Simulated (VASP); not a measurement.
A run of VASP 6.6.1:

INCAR

```
SYSTEM = As
PREC = Accurate
ENCUT = 520
EDIFF = 1E-6
ISMEAR = -1
SIGMA = 0.05
LREAL = .False.
LASPH = .True.
NELM = 60
ALGO = Normal
ISIF = 2
LWAVE = .False.
LCHARG = .False.
GGA = PS
NBANDS = 18
```

The input KPOINTS:

```
regular mesh
0
Gamma
  8 8 6
  0 0 0
```

POSCAR

```
As
1.0
    1.8370864449     -5.5364249026      0.0000000000
    1.8370864449      5.5364249026      0.0000000000
    0.0000000000      0.0000000000      4.4996035117
As
4
Direct
    0.3900000000      0.6100000000      0.5600000000
    0.8900000000      0.1100000000      0.9400000000
    0.6100000000      0.3900000000      0.4400000000
    0.1100000000      0.8900000000      0.0600000000
```

Potentials or basis: VASP PAW PBE potentials, release 64 (As).

The run is started by

```console
$ cat potpaw_PBE.64/As/POTCAR > POTCAR
$ mpirun -np 1 vasp_std > vasp.out
```

Hardware: 1 thread of AMD EPYC 7R13 (shared host).

Problem. Estimate the wall time of this run.

Solution. It took 5 min on 1 thread of AMD EPYC 7R13 (shared host), peak memory 0.29 GiB. Counts: scf iterations 11, k points 84.
